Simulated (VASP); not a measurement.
# TaHPd (P4/nmm) in VASP: settings compared

The runs below take TaHPd through single point, with RPBE, r2SCAN.

All numbers are computed with VASP 6.6.1; they aren't measurements. Logs are shortened: lines on timing, memory, paths and dates and some standing lists are left out, and cuts for length are marked.

## (1) The cell of the first run

It takes space group P4/nmm (No. 129, tetragonal). The conventional cell has a = 3.063 Å, b = 3.063 Å, c = 7.755 Å, α = 90.00°, β = 90.00°, γ = 90.00°. Within 2.9 Å of Pd (site symmetry 4mm) lie 1 H at 2.19 Å and 4 Pd at 2.66 Å and 4 Ta at 2.83 Å. Within 2.9 Å of Ta (site symmetry 4mm) lie 5 H at 2.19 to 2.20 Å and 4 Pd at 2.83 Å. H (site symmetry 4mm) has 5 Ta at 2.19 to 2.20 Å and 1 Pd at 2.19 Å and 4 H at 2.83 Å within 2.9 Å.

## (2) Single point, RPBE

The input, INCAR:

```
SYSTEM = TaHPd
ALGO = Normal ; EDIFF = 1E-6
ENCUT = 520 ; GGA = RP
ISIF = 2 ; ISMEAR = -1
LASPH = .True. ; LCHARG = .True.
LELF = .True. ; LREAL = .False.
LVHAR = .True. ; LWAVE = .False.
NBANDS = 31 ; NELM = 100
PREC = Accurate ; SIGMA = 0.1
```

The input, KPOINTS:

```
k-points
0
Gamma
  6 6 3
  0 0 0
```

The input, POSCAR:

```
TaHPd
1.0
    3.0630530000      0.0000000000      0.0000000000
    0.0000000000      3.0630530000      0.0000000000
    0.0000000000      0.0000000000      7.7545650000
Pd Ta H
2 2 2
Direct
    0.0000000000      0.5000000000      0.9000000000
    0.5000000000      0.0000000000      0.1000000000
    0.0000000000      0.5000000000      0.3350000000
    0.5000000000      0.0000000000      0.6650000000
    0.0000000000      0.5000000000      0.6170000000
    0.5000000000      0.0000000000      0.3830000000
```

Potentials or basis: VASP PAW PBE potentials, release 64 (Pd, Ta_pv, H).

Started as:

```
$ cat potpaw_PBE.64/Pd/POTCAR potpaw_PBE.64/Ta_pv/POTCAR potpaw_PBE.64/H/POTCAR > POTCAR
$ mpirun -np 1 vasp_std > vasp.out
```

OUTCAR:

```text
SYSTEM = TaHPd
   EDIFF = 1E-6
   ENCUT = 520
   GGA = RP
   ISIF = 2
   ISMEAR = -1
   LASPH = .True.
   LREAL = .False.
   NELM = 100
   PREC = Accurate

 ion  position               nearest neighbor table
   1  0.000  0.500  0.900-   2 2.66   2 2.66   2 2.66   2 2.66   4 2.83   4 2.83   4 2.83   4 2.83
                             3 3.37
   2  0.500  0.000  0.100-   1 2.66   1 2.66   1 2.66   1 2.66   3 2.83   3 2.83   3 2.83   3 2.83
                             4 3.37
   3  0.000  0.500  0.335-   5 2.19   6 2.20   6 2.20   6 2.20   6 2.20   2 2.83   2 2.83   2 2.83
                             2 2.83   4 3.35   4 3.35   4 3.35   4 3.35   1 3.37
   4  0.500  0.000  0.665-   6 2.19   5 2.20   5 2.20   5 2.20   5 2.20   1 2.83   1 2.83   1 2.83
                             1 2.83   3 3.35   3 3.35   3 3.35   3 3.35   2 3.37
   5  0.000  0.500  0.617-   3 2.19   4 2.20   4 2.20   4 2.20   4 2.20
   6  0.500  0.000  0.383-   4 2.19   3 2.20   3 2.20   3 2.20   3 2.20

  LATTYP: Found a simple tetragonal cell.
 ALAT       =     3.0630530000
 C/A-ratio  =     2.5316457143

  Lattice vectors:

 A1 = (   3.0630530000,   0.0000000000,   0.0000000000)
 A2 = (   0.0000000000,   3.0630530000,   0.0000000000)
 A3 = (   0.0000000000,   0.0000000000,   7.7545650000)

Analysis of symmetry for initial positions (statically):
=====================================================================
 Subroutine PRICEL returns:
 Original cell was already a primitive cell.

 Routine SETGRP: Setting up the symmetry group for a
 simple tetragonal supercell.

 Subroutine GETGRP returns: Found 16 space group operations
 (whereof  8 operations were pure point group operations)
 out of a pool of 16 trial point group operations.

The static configuration has the point symmetry D_2d.
 The point group associated with its full space group is D_4h.

Analysis of symmetry for dynamics (positions and initial velocities):
=====================================================================
 Subroutine PRICEL returns:
 Original cell was already a primitive cell.

 Routine SETGRP: Setting up the symmetry group for a
 simple tetragonal supercell.

 Subroutine GETGRP returns: Found 16 space group operations
 (whereof  8 operations were pure point group operations)
 out of a pool of 16 trial point group operations.

The dynamic configuration has the point symmetry D_2d.
 The point group associated with its full space group is D_4h.

 Subroutine INISYM returns: Found 16 space group operations
 (whereof  8 operations are pure point group operations),
 and found     1 'primitive' translations

----------------------------------------------------------------------------------------

                                     Primitive cell

  volume of cell :      72.7556

  direct lattice vectors                    reciprocal lattice vectors
     3.063053000  0.000000000  0.000000000     0.326471661  0.000000000  0.000000000
     0.000000000  3.063053000  0.000000000     0.000000000  0.326471661  0.000000000
     0.000000000  0.000000000  7.754565000     0.000000000  0.000000000  0.128956299

  length of vectors
     3.063053000  3.063053000  7.754565000     0.326471661  0.326471661  0.128956299

  position of ions in fractional coordinates (direct lattice)
     0.000000000  0.500000000  0.900000000
     0.500000000  0.000000000  0.100000000
     0.000000000  0.500000000  0.335000000
     0.500000000  0.000000000  0.665000000
     0.000000000  0.500000000  0.617000000
     0.500000000  0.000000000  0.383000000

  ion indices of the primitive-cell ions
   primitive index   ion index
                 1           1
                 2           2
                 3           3
                 4           4
                 5           5
                 6           6

----------------------------------------------------------------------------------------

 KPOINTS: k-points

Automatic generation of k-mesh.
 Grid dimensions read from file:
 generate k-points for:    6    6    3

 Generating k-lattice:

  Cartesian coordinates                     Fractional coordinates (reciprocal lattice)
     0.054411943  0.000000000  0.000000000     0.166666667  0.000000000  0.000000000
     0.000000000  0.054411943  0.000000000     0.000000000  0.166666667  0.000000000
     0.000000000  0.000000000  0.042985433     0.000000000  0.000000000  0.333333333

  Length of vectors
     0.054411943  0.054411943  0.042985433

  Shift w.r.t. Gamma in fractional coordinates (k-lattice)
     0.000000000  0.000000000  0.000000000

 Subroutine IBZKPT returns following result:
 ===========================================

 Found     20 irreducible k-points:

 Following reciprocal coordinates:
            Coordinates               Weight
  0.000000  0.000000  0.000000      1.000000
  0.166667  0.000000  0.000000      4.000000
  0.333333  0.000000  0.000000      4.000000
  0.500000  0.000000  0.000000      2.000000
  0.166667  0.166667  0.000000      4.000000
  0.333333  0.166667  0.000000      8.000000
[... 12 lines left out ...]
  0.500000  0.333333  0.333333      8.000000
  0.500000  0.500000  0.333333      2.000000
   k-points           NKPTS =     20   k-points in BZ     NKDIM =     20   number of bands    NBANDS=     31
   number of dos      NEDOS =    301   number of ions     NIONS =      6
   total plane-waves  NPLWV =  34560
   dimension x,y,z NGX =    24 NGY =   24 NGZ =   60
   dimension x,y,z NGXF=    48 NGYF=   48 NGZF=  120
   ions per type =               2   2   2
   NGX,Y,Z   is equivalent  to a cutoff of  13.03, 13.03, 12.86 a.u.
   NGXF,Y,Z  is equivalent  to a cutoff of  26.05, 26.05, 25.73 a.u.
 SYSTEM =  TaHPd
   PREC   = accura    normal or accurate (medium, high low for compatibility)
   ISTART =      0    job   : 0-new  1-cont  2-samecut
   ICHARG =      2    charge: 1-file 2-atom 10-const
   ISPIN  =      1    spin polarized calculation?
   LNONCOLLINEAR =      F non collinear calculations
   LSORBIT =      F    spin-orbit coupling
   LASPH  =      T    aspherical Exc in radial PAW
   ENCUT  =  520.0 eV  38.22 Ry    6.18 a.u.   5.70  5.70 14.42*2*pi/ulx,y,z
   NELM   =    100;   NELMIN=  2; NELMDL= -5     # of ELM steps
   EDIFF  = 0.1E-05   stopping-criterion for ELM
   LREAL  =      F    real-space projection
   EDIFFG = 0.1E-04   stopping-criterion for IOM
   NSW    =      0    number of steps for IOM
   IBRION =     -1    ionic relax: 0-MD 1-quasi-New 2-CG
   NFREE  =      0    steps in history (QN), initial steepest desc. (CG)
   ISIF   =      2    stress and relaxation
   ISYM   =      2    0-nonsym 1-usesym 2-fastsym
   POTIM  = 0.5000    time-step for ionic-motion
   TEBEG  =    0.0;   TEEND  =   0.0 temperature during run
   PSTRESS=    0.0 pullay stress
   NELECT =      44.0000    total number of electrons
   NUPDOWN=      -1.0000    fix difference up-down
   EMIN   =  10.00;   EMAX   =-10.00  energy-range for DOS
   EFERMI =   0.00;   METHOD = LEGACY
   ISMEAR =    -1;   SIGMA  =   0.10  broadening in eV -4-tet -1-fermi 0-gaus
   EFERMI_NEDOS =   21; number of points for ismear=-14 and -15
   IALGO  =     38    algorithm
   IMIX   =      4    mixing-type and parameters
     AMIX     =   0.40;   BMIX     =  1.00
     AMIX_MAG =   1.60;   BMIX_MAG =  1.00
  volume/ion in A,a.u.               =      12.13        81.83
  Fermi-wavevector in a.u.,A,eV,Ry     =   1.384428  2.616189 26.077466  1.916640
  Thomas-Fermi vector in A             =   2.508933
   LORBIT       =      0    0 simple, 1 ext, 2 COOP (PROOUT), +10 PAW based schemes
   GGA     = RP    functional components
   LHFCALC =     F    Hartree Fock is set to
   AEXX    =    0.0000 exact exchange contribution
   IVDW    =     0    specifies the selected vdW correction
   LEPSILON=     F    determine dielectric tensor
   LRPA    =     F    only Hartree local field effects (RPA)
 non-spin polarized calculation
  energy-cutoff  :      520.00
  volume of cell :       72.76
 maximum number of plane-waves:      1980
 NGX is ok and might be reduce to    24
   NGX = 11   NGY = 11   NGZ = 29

 number of electron      44.0000005 magnetization

 Free energy of the ion-electron system (eV)
  ---------------------------------------------------
  ext. energy  EPLUGINS =         0.00000000
  ---------------------------------------------------
  free energy    TOTEN  =       -39.41488708 eV

  energy without entropy =      -39.29684817  energy(sigma->0) =      -39.35586763

 E-fermi :   7.7103     XC(G=0): -12.5427

 val. band max:        7.7079785370   @ k =   0.0000   0.0000   0.0000
 cond. band min:       7.8029411312   @ k =   0.5000   0.1667   0.3333
 fundamental gap:      0.0949625943
 Fermi energy:         7.7103355148

 k-point     1 :       0.0000    0.0000    0.0000
  band No.  band energies     occupation
      1     -27.3761      2.00000
      2     -27.1907      2.00000
      3     -27.0083      2.00000
      4     -27.0083      2.00000
      5     -26.9631      2.00000
      6     -26.9631      2.00000
[... 23 lines left out ...]
     30      12.6285      0.00000
     31      14.1227      0.00000

 k-point     2 :       0.1667    0.0000    0.0000
  band No.  band energies     occupation
      1     -27.3571      2.00000
      2     -27.2045      2.00000
      3     -27.1025      2.00000
      4     -27.0725      2.00000
      5     -26.9957      2.00000
      6     -26.9565      2.00000
[... 23 lines left out ...]
     30      13.2121      0.00000
     31      14.2730      0.00000

 k-point     3 :       0.3333    0.0000    0.0000
  band No.  band energies     occupation
      1     -27.3584      2.00000
      2     -27.3454      2.00000
      3     -27.2383      2.00000
      4     -27.1794      2.00000
      5     -26.9682      2.00000
      6     -26.9455      2.00000
[... 567 lines left out ...]
     30      13.0931      0.00000
     31      14.1487      0.00000

 k-point    20 :       0.5000    0.5000    0.3333
  band No.  band energies     occupation
      1     -27.3912      2.00000
      2     -27.3912      2.00000
      3     -27.3156      2.00000
      4     -27.3156      2.00000
      5     -27.1978      2.00000
      6     -27.1978      2.00000
[... 23 lines left out ...]
     30      13.4805      0.00000
     31      13.6248      0.00000

------------------------ aborting loop because EDIFF is reached ----------------------------------------

  FORCE on cell =-STRESS in cart. coord.  units (eV):
  Direction    XX          YY          ZZ          XY          YZ          ZX
  --------------------------------------------------------------------------------------
  -------------------------------------------------------------------------------------
  Total       -1.7481700     -1.7481700     -0.3263320      0.0000000      0.0000000      0.0000000
  in kB      -38.4970794    -38.4970794     -7.1862734      0.0000000      0.0000000      0.0000000
  external PRESSURE =     -28.0601441 kB  Pullay stress =       0.0000000 kB

 VOLUME and BASIS-vectors are now :
 -----------------------------------------------------------------------------
  energy-cutoff  :      520.00
  volume of cell :       72.76
      direct lattice vectors                 reciprocal lattice vectors
     3.063053000  0.000000000  0.000000000     0.326471661  0.000000000  0.000000000
     0.000000000  3.063053000  0.000000000     0.000000000  0.326471661  0.000000000
     0.000000000  0.000000000  7.754565000     0.000000000  0.000000000  0.128956299

 POSITION                                       TOTAL-FORCE (eV/Angst)
 -----------------------------------------------------------------------------------
      0.00000      1.53153      6.97911         0.000000     -0.000000     -1.426389
      1.53153      0.00000      0.77546         0.000000      0.000000      1.426389
      0.00000      1.53153      2.59778         0.000000      0.000000      0.907167
      1.53153      0.00000      5.15679        -0.000000      0.000000     -0.907167
      0.00000      1.53153      4.78457         0.000000     -0.000000     -0.295714
      1.53153      0.00000      2.97000        -0.000000      0.000000      0.295714
 -----------------------------------------------------------------------------------
    total drift:                                0.000000      0.000000     -0.000000

  FREE ENERGIE OF THE ION-ELECTRON SYSTEM (eV)
  ---------------------------------------------------
  free  energy   TOTEN  =       -39.4148870836 eV

  energy  without entropy=      -39.2968481694  energy(sigma->0) =      -39.35586763
```

Run time: 26 s. Hardware: 1 thread of Intel Xeon Platinum 8488C (Sapphire Rapids), shared host; peak memory 0.2 GiB.

What came out:

| Property | Result |
| --- | --- |
| Free energy | -39.4149 eV |
| Pressure | -2.8 GPa |
| Largest force | 1.426 eV/Å |
| Band gap on the k mesh | zero (band 22 reaches 8.89 eV, above the bottom of band 23 at 7.52 eV) |

Forces on the atoms (eV/Å):
```
Pd   0.000  0.000 -1.426
Pd   0.000  0.000  1.426
Ta   0.000  0.000  0.907
Ta   0.000  0.000 -0.907
H    0.000  0.000 -0.296
H    0.000  0.000  0.296
```

Caveat: the PAW data sets were made with another functional, which shifts forces and pressure a little; spin-orbit coupling is left out, which moves the levels of the heavy elements.

## (3) Single point, r2SCAN

POSCAR is that of step 2.

The input, INCAR.step1:

```
  PREC = Accurate
  ENCUT = 520
  ISMEAR = -1
  SIGMA = 0.1
  LREAL = F
  LASPH = T
  NELM = 100
  NBANDS = 31
  GGA = PE
  ALGO = Normal
  EDIFF = 1E-4
  LWAVE = T
  LCHARG = F
```

The input, INCAR.step2:

```
  PREC = Accurate
  ENCUT = 520
  EDIFF = 1E-6
  ISMEAR = -1
  SIGMA = 0.1
  LREAL = F
  LASPH = T
  NELM = 100
  ALGO = Normal
  ISIF = 2
  LWAVE = F
  LCHARG = F
  METAGGA = R2SCAN
  LMIXTAU = T
  NBANDS = 31
  ISTART = 1
```

The input, KPOINTS:

```
Automatic mesh
0
Gamma
  6 6 3
```

Potentials or basis: VASP PAW PBE potentials, release 64 (Pd, Ta_pv, H).

Started as:

```
$ cat potpaw_PBE.64/Pd/POTCAR potpaw_PBE.64/Ta_pv/POTCAR potpaw_PBE.64/H/POTCAR > POTCAR
$ cp INCAR.step1 INCAR
$ mpirun -np 1 vasp_std > vasp.out
$ cp INCAR.step2 INCAR
$ mpirun -np 1 vasp_std > vasp.out
```

It took 74 s on 1 thread of Intel Xeon Platinum 8488C (Sapphire Rapids), shared host; peak memory 0.21 GiB.

It converged, with:

* Free energy: -150.8202 eV
* Pressure: -9.9 GPa
* Largest force: 1.372 eV/Å
* Band gap on the k mesh: zero (band 22 reaches 8.67 eV, above the bottom of band 23 at 7.34 eV)

Forces in eV/Å, atoms in the order of the input:
```
Pd   0.000  0.000 -1.372
Pd   0.000  0.000  1.372
Ta   0.000  0.000  0.829
Ta   0.000  0.000 -0.829
H    0.000  0.000 -0.276
H    0.000  0.000  0.276
```

Stress tensor (GPa, compression positive):
```
-11.24   0.00   0.00
  0.00 -11.24   0.00
  0.00   0.00  -7.08
```

Levels at points of the mesh, in eV from the Fermi level:
```tsv
k point	band 19	band 20	band 21	band 22	band 23	band 24	band 25	band 26
(0.00, 0.00, 0.00)	-2.20	-1.34	-1.07	-0.43	0.01	1.21	1.21	3.56
(0.50, 0.00, 0.00)	-1.83	-1.83	-0.81	-0.81	-0.19	-0.19	1.18	1.18
(0.50, 0.50, 0.00)	-1.29	-1.29	1.14	1.14	1.92	1.92	2.57	2.57
```

Caveat: the PAW data sets were made with another functional, which shifts forces and pressure a little; spin-orbit coupling is left out, which moves the levels of the heavy elements.

## (4) Single point, r2SCAN

POSCAR is that of step 3.

The input, INCAR.step1:

```
SYSTEM = TaHPd
PREC = Accurate
ENCUT = 520
ISMEAR = -5
SIGMA = 0.1
LREAL = .False.
LASPH = .True.
NELM = 100
NBANDS = 31
GGA = PE
ALGO = Normal
EDIFF = 1E-4
LWAVE = .True.
LCHARG = .False.
```

The input, INCAR.step2:

```
SYSTEM = TaHPd
PREC = Accurate
ENCUT = 520
EDIFF = 1E-7
ISMEAR = -5
SIGMA = 0.1
LREAL = .False.
LASPH = .True.
NELM = 100
ALGO = Normal
ISIF = 2
LWAVE = .False.
LCHARG = .False.
METAGGA = R2SCAN
LMIXTAU = .True.
NBANDS = 31
ISTART = 1
```

The input, KPOINTS:

```
regular mesh
0
Gamma
  6 6 3
  0 0 0
```

Started as:

```
$ cat potpaw_PBE.64/Pd/POTCAR potpaw_PBE.64/Ta_pv/POTCAR potpaw_PBE.64/H/POTCAR > POTCAR
$ cp INCAR.step1 INCAR
$ mpirun -np 1 vasp_std > vasp.out
$ cp INCAR.step2 INCAR
$ mpirun -np 1 vasp_std > vasp.out
```

Wall time 1.7 min (1 thread of Intel Xeon Platinum 8488C (Sapphire Rapids), shared host); peak memory 0.21 GiB.

Results (log left out):

```
Free energy            : -150.8108 eV
Pressure               : -10.0 GPa
Largest force          : 1.450 eV/Å
Band gap on the k mesh : zero (band 22 reaches 8.67 eV, above the bottom of band 23 at 7.34 eV)
```

Forces on the atoms (eV/Å):
```
Pd   0.000  0.000 -1.450
Pd   0.000  0.000  1.450
Ta   0.000  0.000  0.753
Ta   0.000  0.000 -0.753
H    0.000  0.000 -0.273
H    0.000  0.000  0.273
```

Stress tensor (GPa, compression positive):
```
-11.21   0.00   0.00
  0.00 -11.21   0.00
  0.00   0.00  -7.57
```

Levels at points of the mesh, in eV from the Fermi level:
```tsv
k point	band 20	band 21	band 22	band 23	band 24	band 25
(0.00, 0.00, 0.00)	-1.43	-1.17	-0.53	-0.09	1.09	1.09
(0.50, 0.00, 0.00)	-1.92	-0.91	-0.91	-0.28	-0.28	1.07
(0.50, 0.50, 0.00)	-1.37	1.05	1.05	1.81	1.81	2.47
```

Caveat: the PAW data sets were made with another functional, which shifts forces and pressure a little; spin-orbit coupling is left out, which moves the levels of the heavy elements; tetrahedron occupations give inexact forces and stress in metals.

## (5) Summary

| level | smearing | gap on the mesh (eV) | pressure (GPa) | largest force (eV/Å) |
| --- | --- | --- | --- | --- |
| RPBE | fermi-dirac 0.1 eV | none | -2.8 | 1.43 |
| r2SCAN | fermi-dirac 0.1 eV | none | -9.9 | 1.37 |
| r2SCAN | tetrahedron | none | -10.0 | 1.45 |

Alike in all rows: task single point; potentials or basis VASP PAW PBE potentials, release 64 (Pd, Ta_pv, H); no spin polarisation; cell as given; k mesh 6 × 6 × 3; cutoff (eV) 520.

Every run on the cell as given and a fine mesh finds a metal. The pressure there spans -10.0 GPa (r2SCAN) to -2.8 GPa (RPBE); a positive pressure means that this level wants a larger cell, a negative one a smaller.

Caveats: the PAW data sets were made with another functional, which shifts forces and pressure a little; spin-orbit coupling is left out, which moves the levels of the heavy elements; tetrahedron occupations give inexact forces and stress in metals (some runs).

Total energies depend on the potentials used, so only differences within one code and one set of settings carry meaning.
